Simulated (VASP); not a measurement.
# MoS2 (R3m) in VASP: single point with PBE

Aim: the single point of MoS2 with PBE.

All numbers are computed with VASP 6.6.1; they aren't measurements. Logs are shortened: lines on timing, memory, paths and dates and some standing lists are left out, and cuts for length are marked.

## (1) The cell of the first run

It takes space group R3m (No. 160, trigonal). Conventional cell: a = 3.162 Å, b = 3.162 Å, c = 18.382 Å, α = 90.00°, β = 90.00°, γ = 120.00°. Mo (site symmetry 3m) has 6 S at 2.40 Å and 6 Mo at 3.16 Å within 3.2 Å. Within 3.2 Å of S (site symmetry 3m) lie 3 Mo at 2.40 Å and 7 S at 3.13 to 3.16 Å. S (site symmetry 3m) has 3 Mo at 2.40 Å and 7 S at 3.13 to 3.16 Å within 3.2 Å.

## (2) Single point, PBE, collinear spin

INCAR

```
PREC     = Accurate       # precision mode
ENCUT    = 520            # plane-wave cutoff, eV
EDIFF    = 1E-6           # SCF threshold, eV
ISMEAR   = 0              # smearing method
SIGMA    = 0.05           # smearing width, eV
LREAL    = F              # projectors in reciprocal space
LASPH    = T              # aspherical terms in the spheres
NELM     = 150            # most SCF steps
ALGO     = Normal         # electronic algorithm
ISIF     = 2              # what is computed and relaxed
LWAVE    = F              # write WAVECAR
LCHARG   = F              # write CHGCAR
ISPIN    = 2              # spin polarisation
MAGMOM   = 0.05 0 0       # initial moments
LORBIT   = 11             # projections on sites
LMAXMIX  = 4              # l up to which the mixer works
GGA      = PE             # functional
NBANDS   = 24             # bands
```

KPOINTS

```
regular mesh
0
Gamma
  12 12 12
```

POSCAR

```
MoS2
1.0
    1.5809626933      0.9127692366      6.1274902548
   -1.5809626933      0.9127692366      6.1274902548
    0.0000000000     -1.8255384732      6.1274902548
Mo S
1 2
Direct
    0.0000063122      0.0000063122      0.0000063122
    0.7516939149      0.7516939149      0.7516939149
    0.5815997729      0.5815997729      0.5815997729
```

Potentials or basis: VASP PAW PBE potentials, release 64 (Mo_sv, S).

On the command line:

```console
$ cat potpaw_PBE.64/Mo_sv/POTCAR potpaw_PBE.64/S/POTCAR > POTCAR
$ mpirun -np 1 vasp_std > vasp.out
```

OUTCAR:

```text
PREC = Accurate
   ENCUT = 520
   EDIFF = 1E-6
   ISMEAR = 0
   LREAL = F
   LASPH = T
   NELM = 150
   ISIF = 2
   ISPIN = 2
   LORBIT = 11
   GGA = PE

 ion  position               nearest neighbor table
   1  0.000  0.000  0.000-   2 2.40   2 2.40   2 2.40   3 2.40   3 2.40   3 2.40
   2  0.752  0.752  0.752-   1 2.40   1 2.40   1 2.40
   3  0.582  0.582  0.582-   1 2.40   1 2.40   1 2.40

  LATTYP: Found a trigonal (rhomboedric) cell.
 ALAT       =     6.3936474363
 COS(alpha) =     0.8777142446

  Lattice vectors:

 A1 = (   1.5809626933,   0.9127692366,   6.1274902548)
 A2 = (  -1.5809626933,   0.9127692366,   6.1274902548)
 A3 = (   0.0000000000,  -1.8255384732,   6.1274902548)

Analysis of symmetry for initial positions (statically):
=====================================================================
 Subroutine PRICEL returns:
 Original cell was already a primitive cell.

 Routine SETGRP: Setting up the symmetry group for a
 trigonal (rhombohedral) supercell.

 Subroutine GETGRP returns: Found  6 space group operations
 (whereof  6 operations were pure point group operations)
 out of a pool of 12 trial point group operations.

The static configuration has the point symmetry C_3v.

Analysis of symmetry for dynamics (positions and initial velocities):
=====================================================================
 Subroutine PRICEL returns:
 Original cell was already a primitive cell.

 Routine SETGRP: Setting up the symmetry group for a
 trigonal (rhombohedral) supercell.

 Subroutine GETGRP returns: Found  6 space group operations
 (whereof  6 operations were pure point group operations)
 out of a pool of 12 trial point group operations.

The dynamic configuration has the point symmetry C_3v.

Analysis of structural, dynamic, and magnetic symmetry:
=====================================================================
 Subroutine PRICEL returns:
 Original cell was already a primitive cell.

 Routine SETGRP: Setting up the symmetry group for a
 trigonal (rhombohedral) supercell.

 Subroutine GETGRP returns: Found  6 space group operations
 (whereof  6 operations were pure point group operations)
 out of a pool of 12 trial point group operations.

The overall configuration has the point symmetry C_3v.

 Subroutine INISYM returns: Found  6 space group operations
 (whereof  6 operations are pure point group operations),
 and found     1 'primitive' translations

[... 117 lines left out ...]
  volume/ion in A,a.u.               =      17.68       119.34
  Fermi-wavevector in a.u.,A,eV,Ry     =   1.290705  2.439079 22.666222  1.665920
  Thomas-Fermi vector in A             =   2.422520
   LORBIT       =     11    0 simple, 1 ext, 2 COOP (PROOUT), +10 PAW based schemes
   GGA     = PE    functional components
   LHFCALC =     F    Hartree Fock is set to
   AEXX    =    0.0000 exact exchange contribution
   IVDW    =     0    specifies the selected vdW correction
   LEPSILON=     F    determine dielectric tensor
   LRPA    =     F    only Hartree local field effects (RPA)
 spin polarized calculation
 Gauss-broadening in eV      SIGMA  =   0.05
  energy-cutoff  :      520.00
  volume of cell :       53.05
 maximum number of plane-waves:      1444
   NGX = 23   NGY = 23   NGZ = 23

 number of electron      26.0000001 magnetization      -0.0000028

 number of electron      26.0000001 magnetization       0.0000045

 Free energy of the ion-electron system (eV)
  ---------------------------------------------------
  ext. energy  EPLUGINS =         0.00000000
  ---------------------------------------------------
  free energy    TOTEN  =       -21.79800499 eV

  energy without entropy =      -21.79800499  energy(sigma->0) =      -21.79800499

 E-fermi :   7.9320     XC(G=0): -10.8755

 val. band max:        7.6481852311   @ k =   0.5000   0.5000   0.5000
 cond. band min:       8.5633653037   @ k =  -0.1667   0.1667   0.0000
 fundamental gap:      0.9151800726
 Fermi energy:         7.9320320125

 spin component 1

 k-point     1 :       0.0000    0.0000    0.0000
  band No.  band energies     occupation
      1     -53.8824      1.00000
      2     -28.0395      1.00000
      3     -27.8095      1.00000
      4     -27.8095      1.00000
      5      -7.3676      1.00000
      6      -5.6827      1.00000
[... 637 lines left out ...]
     23      19.2680      0.00000
     24      20.5418      0.00000

 [... further k-points ...]

 spin component 2

 k-point     1 :       0.0000    0.0000    0.0000
  band No.  band energies     occupation
      1     -53.8823      1.00000
      2     -28.0395      1.00000
      3     -27.8095      1.00000
      4     -27.8095      1.00000
      5      -7.3676      1.00000
      6      -5.6827      1.00000
[... 637 lines left out ...]
     23      19.2680      0.00000
     24      20.5418      0.00000

 [... further k-points ...]
[... 5 lines left out ...]
  --------------------------------------------------------------------------------------
  -------------------------------------------------------------------------------------
  Total        0.9395078      0.9395078      0.9231705      0.0000000     -0.0000000      0.0000000
  in kB       28.3722949     28.3722949     27.8789227      0.0000000     -0.0000000      0.0000000
  external PRESSURE =      28.2078375 kB  Pullay stress =       0.0000000 kB

 VOLUME and BASIS-vectors are now :
 -----------------------------------------------------------------------------
  energy-cutoff  :      520.00
  volume of cell :       53.05
      direct lattice vectors                 reciprocal lattice vectors
     1.580962693  0.912769237  6.127490255     0.316262997  0.182594527  0.054399651
    -1.580962693  0.912769237  6.127490255    -0.316262997  0.182594527  0.054399651
     0.000000000 -1.825538473  6.127490255     0.000000000 -0.365189053  0.054399651

 POSITION                                       TOTAL-FORCE (eV/Angst)
 -----------------------------------------------------------------------------------
      0.00000      0.00000      0.00012         0.000000     -0.000000      0.000258
      0.00000      0.00000     13.81799         0.000000      0.000000     -0.014213
      0.00000      0.00000     10.69124         0.000000     -0.000000      0.013955
 -----------------------------------------------------------------------------------
    total drift:                                0.000000     -0.000000     -0.000020

  FREE ENERGIE OF THE ION-ELECTRON SYSTEM (eV)
  ---------------------------------------------------
  free  energy   TOTEN  =       -21.7980049922 eV

  energy  without entropy=      -21.7980049922  energy(sigma->0) =      -21.79800499

 total charge

# of ion       s       p       d       tot
------------------------------------------
    1        2.292   6.222   3.954  12.468
    2        1.365   2.341   0.000   3.706
    3        1.365   2.341   0.000   3.706
--------------------------------------------------
tot          5.022  10.904   3.954  19.881

 magnetization (x)

# of ion       s       p       d       tot
------------------------------------------
    1       -0.000  -0.000  -0.000  -0.000
    2        0.000   0.000   0.000   0.000
    3        0.000   0.000   0.000   0.000
--------------------------------------------------
tot         -0.000  -0.000  -0.000  -0.000
```

OSZICAR:

```text
N       E                     dE             d eps       ncg     rms          rms(c)
DAV:   1     0.176849801912E+03    0.17685E+03   -0.12816E+04 18200   0.100E+03
DAV:   2    -0.166896325386E+02   -0.19354E+03   -0.18636E+03 22160   0.277E+02
DAV:   3    -0.231978800070E+02   -0.65082E+01   -0.64709E+01 23328   0.484E+01
DAV:   4    -0.232570407982E+02   -0.59161E-01   -0.59153E-01 20520   0.506E+00
DAV:   5    -0.232579361230E+02   -0.89532E-03   -0.89529E-03 23704   0.614E-01    0.245E+01
DAV:   6    -0.221898223085E+02    0.10681E+01   -0.88446E+00 18776   0.164E+01    0.892E+00
DAV:   7    -0.219074144569E+02    0.28241E+00   -0.33571E+00 18408   0.951E+00    0.612E+00
DAV:   8    -0.217984309025E+02    0.10898E+00   -0.49659E-01 22176   0.377E+00    0.168E+00
DAV:   9    -0.217985976508E+02   -0.16675E-03   -0.17594E-02 21552   0.758E-01    0.587E-01
DAV:  10    -0.217979462397E+02    0.65141E-03   -0.31775E-03 22648   0.358E-01    0.125E-01
DAV:  11    -0.217979946837E+02   -0.48444E-04   -0.27226E-04 22352   0.913E-02    0.814E-02
DAV:  12    -0.217979952938E+02   -0.61006E-06   -0.37820E-05 22168   0.360E-02    0.333E-02
DAV:  13    -0.217980007353E+02   -0.54415E-05   -0.15808E-05 21232   0.207E-02    0.150E-02
DAV:  14    -0.217980048606E+02   -0.41253E-05   -0.32966E-06 21256   0.101E-02    0.645E-03
DAV:  15    -0.217980049922E+02   -0.13158E-06   -0.41349E-07 16992   0.352E-03
   1 F= -.21798005E+02 E0= -.21798005E+02  d E =-.164807E-18  mag=     0.0000
```

stdout:

```text
POSCAR found type information on POSCAR MoS
 POSCAR found :  2 types and       3 ions
 scaLAPACK will be used
 LDA part: xc-table for (Slater+PW92), standard interpolation
 POSCAR, INCAR and KPOINTS ok, starting setup
 FFT: planning ... GRIDC
 FFT: planning ... GRID_SOFT
 FFT: planning ... GRID
 WAVECAR not read
 entering main loop
```

Run time: 10 min. Hardware: 1 thread of Intel Xeon 6975P-C (Granite Rapids), shared host; peak memory 0.64 GiB.

Results:

- Free energy: -21.7980 eV
- Pressure: 2.8 GPa
- Largest force: 0.014 eV/Å
- Band gap on the k mesh: 0.92 eV (least direct gap 1.75 eV)
- Net moment: 0.00 μB per cell
- Valence electrons inside the program's atomic spheres: Mo 12.47; S 3.71

Forces on the atoms (eV/Å):
```
Mo   0.000  0.000  0.000
S    0.000  0.000 -0.014
S    0.000  0.000  0.014
```

Levels at points of the mesh, in eV from the valence-band top:
Spin up:
| k point | band 10 | band 11 | band 12 | band 13 | band 14 | band 15 | band 16 | band 17 |
| --- | --- | --- | --- | --- | --- | --- | --- | --- |
| (0.00, 0.00, 0.00) | -2.20 | -2.20 | -1.22 | -1.18 | 2.05 | 2.05 | 2.42 | 2.42 |
| (0.50, 0.00, 0.00) | -3.92 | -2.36 | -1.55 | -1.45 | 1.65 | 2.04 | 3.42 | 3.50 |
| (0.50, 0.50, 0.00) | -3.83 | -2.95 | -1.76 | -1.28 | 1.60 | 2.18 | 3.01 | 3.88 |
| (0.50, 0.50, 0.50) | -3.30 | -2.16 | -2.16 | 0.00 | 2.15 | 2.15 | 2.28 | 2.28 |
Spin down:
```tsv
k point	band 11	band 12	band 13	band 14	band 15	band 16
(0.00, 0.00, 0.00)	-2.20	-1.22	-1.18	2.05	2.05	2.42
(0.50, 0.00, 0.00)	-2.36	-1.55	-1.45	1.65	2.04	3.42
(0.50, 0.50, 0.00)	-2.95	-1.76	-1.28	1.60	2.18	3.01
(0.50, 0.50, 0.50)	-2.16	-2.16	0.00	2.15	2.15	2.28
```

A k mesh can miss the band edges. PBE gaps usually lie below the measured ones, often by a third to a half.
